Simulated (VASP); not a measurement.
# Ge (I4_1/amd) in VASP: notebook

Ge is run at these levels: LDA; tasks: vibrations by perturbation theory.

Program: VASP 6.6.1. These are calculated values, not measurements. Logs are shortened: lines on timing, memory, paths and dates and some standing lists are left out, and cuts for length are marked.

### Step 1. The cell of the first run

The structure is tetragonal, space group I4_1/amd (No. 141). The conventional cell has a = 4.012 Å, b = 4.012 Å, c = 5.624 Å, α = 90.00°, β = 90.00°, γ = 90.00°. Within 3.2 Å of Ge (site symmetry -4m2) lie 4 Ge at 2.45 Å.

### Step 2. Vibrations by perturbation theory, LDA

File INCAR:

```
SYSTEM = Ge
ALGO = Normal
EDIFF = 1E-8
ENCUT = 520
GGA = CA
IBRION = 8
ISIF = 2
ISMEAR = 0
LASPH = .True.
LCHARG = .False.
LREAL = .False.
LWAVE = .False.
NELM = 80
NSW = 1
PREC = Accurate
SIGMA = 0.05
```

File KPOINTS:

```
k-points
0
Gamma
  12 12 12
  0 0 0
```

File POSCAR:

```
Ge
1.0
    0.0000000000      2.8366125000      2.8120784615
    2.8366125000      0.0000000000      2.8120784615
    2.8366125000      2.8366125000      0.0000000000
Ge
2
Direct
    0.0000000000      0.0000000000      0.0000000000
    0.2500000000      0.2500000000      0.2500000000
```

Potentials or basis: VASP PAW LDA potentials, release 64 (Ge_d).

Launch:

```console
> cat potpaw_LDA.64/Ge_d/POTCAR > POTCAR
> mpirun -np 1 vasp_std > vasp.out
```

OUTCAR:

```text
SYSTEM = Ge
   EDIFF = 1E-8
   ENCUT = 520
   GGA = CA
   IBRION = 8
   ISIF = 2
   ISMEAR = 0
   LASPH = .True.
   LREAL = .False.
   NELM = 80
   NSW = 1
   PREC = Accurate

 ion  position               nearest neighbor table
   1  0.000  0.000  0.000-   2 2.45   2 2.45   2 2.45   2 2.45
   2  0.250  0.250  0.250-   1 2.45   1 2.45   1 2.45   1 2.45

  LATTYP: Found a body centered tetragonal cell.
 ALAT       =     4.0115758687
 C/A-ratio  =     1.4019819410

  Lattice vectors:

 A1 = (   0.0000000000,  -2.8366125000,  -2.8120784615)
 A2 = (   0.0000000000,   2.8366125000,  -2.8120784615)
 A3 = (   2.8366125000,   0.0000000000,   2.8120784615)

Analysis of symmetry for initial positions (statically):
=====================================================================
 Subroutine PRICEL returns:
 Original cell was already a primitive cell.

 Routine SETGRP: Setting up the symmetry group for a
 body centered tetragonal supercell.

 Subroutine GETGRP returns: Found 16 space group operations
 (whereof  8 operations were pure point group operations)
 out of a pool of 16 trial point group operations.

The static configuration has the point symmetry D_2d.
 The point group associated with its full space group is D_4h.

Analysis of symmetry for dynamics (positions and initial velocities):
=====================================================================
 Subroutine PRICEL returns:
 Original cell was already a primitive cell.

 Routine SETGRP: Setting up the symmetry group for a
 body centered tetragonal supercell.

 Subroutine GETGRP returns: Found 16 space group operations
 (whereof  8 operations were pure point group operations)
 out of a pool of 16 trial point group operations.

The dynamic configuration has the point symmetry D_2d.
 The point group associated with its full space group is D_4h.

 Subroutine INISYM returns: Found 16 space group operations
 (whereof  8 operations are pure point group operations),
 and found     1 'primitive' translations

----------------------------------------------------------------------------------------

                                     Primitive cell

  volume of cell :      45.2541

  direct lattice vectors                    reciprocal lattice vectors
     0.000000000  2.836612500  2.812078462    -0.176266586  0.176266586  0.177804427
     2.836612500  0.000000000  2.812078462     0.176266586 -0.176266586  0.177804427
     2.836612500  2.836612500  0.000000000     0.176266586  0.176266586 -0.177804427

  length of vectors
     3.994265358  3.994265358  4.011575869     0.306193130  0.306193130  0.306193130

  position of ions in fractional coordinates (direct lattice)
     0.000000000  0.000000000  0.000000000
     0.250000000  0.250000000  0.250000000

  ion indices of the primitive-cell ions
   primitive index   ion index
                 1           1
                 2           2

----------------------------------------------------------------------------------------

 KPOINTS: k-points

Automatic generation of k-mesh.
 Grid dimensions read from file:
 generate k-points for:   12   12   12

 Generating k-lattice:

  Cartesian coordinates                     Fractional coordinates (reciprocal lattice)
    -0.014688882  0.014688882  0.014817036     0.083333333  0.000000000  0.000000000
     0.014688882 -0.014688882  0.014817036     0.000000000  0.083333333  0.000000000
     0.014688882  0.014688882 -0.014817036    -0.000000000 -0.000000000  0.083333333

  Length of vectors
[... 78 lines left out ...]
  Thomas-Fermi vector in A             =   2.518497
   LORBIT       =      0    0 simple, 1 ext, 2 COOP (PROOUT), +10 PAW based schemes
   GGA     = CA    functional components
   LHFCALC =     F    Hartree Fock is set to
   AEXX    =    0.0000 exact exchange contribution
   IVDW    =     0    specifies the selected vdW correction
   LEPSILON=     F    determine dielectric tensor
   LRPA    =     F    only Hartree local field effects (RPA)
 non-spin polarized calculation
 Gauss-broadening in eV      SIGMA  =   0.05
  energy-cutoff  :      520.00
  volume of cell :       45.25
 maximum number of plane-waves:      1243
 NGX is ok and might be reduce to    30
   NGX = 15   NGY = 15   NGZ = 15

--------------------------------------- Ionic step        1  -------------------------------------------

 number of electron      28.0000023 magnetization

 Free energy of the ion-electron system (eV)
  ---------------------------------------------------
  ext. energy  EPLUGINS =         0.00000000
  ---------------------------------------------------
  free energy    TOTEN  =       -10.38797402 eV

  energy without entropy =      -10.38792335  energy(sigma->0) =      -10.38794869

 E-fermi :   4.7374     XC(G=0): -10.2910

 val. band max:        4.7063440326   @ k =   0.0000   0.0000   0.0000
 cond. band min:       4.7725409604   @ k =   0.0000   0.0000   0.0000
 fundamental gap:      0.0661969278
 Fermi energy:         4.7374274145

 k-point     1 :       0.0000    0.0000    0.0000
  band No.  band energies     occupation
      1     -20.2130      2.00000
      2     -20.2108      2.00000
      3     -20.2108      2.00000
      4     -20.1752      2.00000
      5     -20.1744      2.00000
      6     -19.9651      2.00000
[... 481 lines left out ...]
      5     -20.1129      2.00000
      6     -20.0197      2.00000
[... 10 lines left out ...]
     17       9.4036      0.00000
     18      12.1564      0.00000

 [... further k-points ...]

------------------------ aborting loop because EDIFF is reached ----------------------------------------

  FORCE on cell =-STRESS in cart. coord.  units (eV):
  Direction    XX          YY          ZZ          XY          YZ          ZX
  --------------------------------------------------------------------------------------
  -------------------------------------------------------------------------------------
  Total       -0.3882266     -0.3882266     -0.2136032      0.0000000      0.0000000      0.0000000
  in kB      -13.7447981    -13.7447981     -7.5624220      0.0000000      0.0000000      0.0000000
  external PRESSURE =     -11.6840061 kB  Pullay stress =       0.0000000 kB

 VOLUME and BASIS-vectors are now :
 -----------------------------------------------------------------------------
  energy-cutoff  :      520.00
  volume of cell :       45.25
      direct lattice vectors                 reciprocal lattice vectors
     0.000000000  2.836612500  2.812078462    -0.176266586  0.176266586  0.177804427
     2.836612500  0.000000000  2.812078462     0.176266586 -0.176266586  0.177804427
     2.836612500  2.836612500  0.000000000     0.176266586  0.176266586 -0.177804427

 POSITION                                       TOTAL-FORCE (eV/Angst)
 -----------------------------------------------------------------------------------
      0.00000      0.00000      0.00000         0.000000      0.000000     -0.000000
      1.41831      1.41831      1.40604         0.000000      0.000000      0.000000
 -----------------------------------------------------------------------------------
    total drift:                                0.000000     -0.000000      0.000000

  FREE ENERGIE OF THE ION-ELECTRON SYSTEM (eV)
  ---------------------------------------------------
  free  energy   TOTEN  =       -10.3879740233 eV

  energy  without entropy=      -10.3879233516  energy(sigma->0) =      -10.38794869

[... ionic steps 2 to 3 ...]

--------------------------------------- Ionic step        4  -------------------------------------------

------------------------ aborting loop because EDIFF is reached ----------------------------------------

[... ionic steps 5 to 5 ...]

--------------------------------------- Ionic step        6  -------------------------------------------

 Free energy of the ion-electron system (eV)
  ---------------------------------------------------
  ---------------------------------------------------
  free energy    TOTEN  =        -0.19556750 eV

  energy without entropy =       -0.19556750

------------------------ aborting loop because EDIFF is reached ----------------------------------------

 INTERNAL STRAIN TENSOR  FOR ION    1  DIRECTION 3   (eV/Angst):
 -----------------------------------------------------------------------------
     0.00315  7.77881  0.00000
     7.77881  0.00315  0.00000
     0.00000  0.00000  0.00135

 INTERNAL STRAIN TENSOR FOR ION    2 for displacements in x,y,z  (eV/Angst):
          X           Y           Z          XY          YZ          ZX
  --------------------------------------------------------------------------------
  x     0.00000     0.00000     0.00000     0.00000    -7.86723     0.00000
  y     0.00000     0.00000     0.00000     0.00000     0.00000    -7.37588
  z     0.00000     0.00000     0.00000    -7.77881     0.00000     0.00000

 SECOND DERIVATIVES (NOT SYMMETRIZED)
 ------------------------------------
               1X          1Y          1Z          2X          2Y          2Z
  1X   -10.732142    0.000000    0.000000   10.732142    0.000000    0.000000
  1Y     0.000000  -10.732142    0.000000    0.000000   10.732142    0.000000
  1Z     0.000000    0.000000  -10.825914    0.000000    0.000000   10.825914
  2X    10.732142    0.000000    0.000000  -10.732142    0.000000    0.000000
  2Y     0.000000   10.732142    0.000000    0.000000  -10.732142    0.000000
  2Z     0.000000    0.000000   10.825914    0.000000    0.000000  -10.825914

 Eigenvectors and eigenvalues of the dynamical matrix
 ----------------------------------------------------

   1 f  =    8.536892 THz    53.638876 2PiTHz  284.760072 cm-1    35.305733 meV
             X         Y         Z           dx          dy          dz
      0.000000  0.000000  0.000000    -0.000000    0.000000   -0.707107
      1.418306  1.418306  1.406039     0.000000   -0.000000    0.707107
[... 21 lines left out ...]
   6 f/i=    0.000000 THz     0.000001 2PiTHz    0.000003 cm-1     0.000000 meV
             X         Y         Z           dx          dy          dz
      0.000000  0.000000  0.000000     0.000000    0.457552   -0.539116
      1.418306  1.418306  1.406039     0.000000    0.457552   -0.539116

--------------------------------------------------------------------------------------------------------

 ELASTIC MODULI CONTR FROM IONIC RELAXATION (kBar)
 Direction    XX          YY          ZZ          XY          YZ          ZX
 --------------------------------------------------------------------------------
 XX           0.0000      0.0000      0.0000      0.0000      0.0000      0.0000
 YY           0.0000      0.0000      0.0000      0.0000      0.0000      0.0000
 ZZ           0.0000      0.0000      0.0000      0.0000      0.0000      0.0000
 XY           0.0000      0.0000      0.0000   -197.8861     -0.0000      0.0000
 YZ           0.0000      0.0000      0.0000     -0.0000   -204.1789      0.0000
 ZX           0.0000      0.0000      0.0000      0.0000      0.0000   -179.4709
 --------------------------------------------------------------------------------
```

It took 9.3 min on 1 thread of AMD EPYC 9R45 (Zen 5), shared host; peak memory 0.72 GiB.

Results:

| Quantity | Value |
| --- | --- |
| Highest phonon frequency at Γ | 285 cm⁻¹ |

Phonon frequencies in cm⁻¹ (negative: imaginary):
```
              q point        frequencies
(0.000, 0.000, 0.000)  0 0 0 284 284 285
```

Caveat: the cell stands under pressure or tension, which shifts response properties.

[end of part 1 of 2]
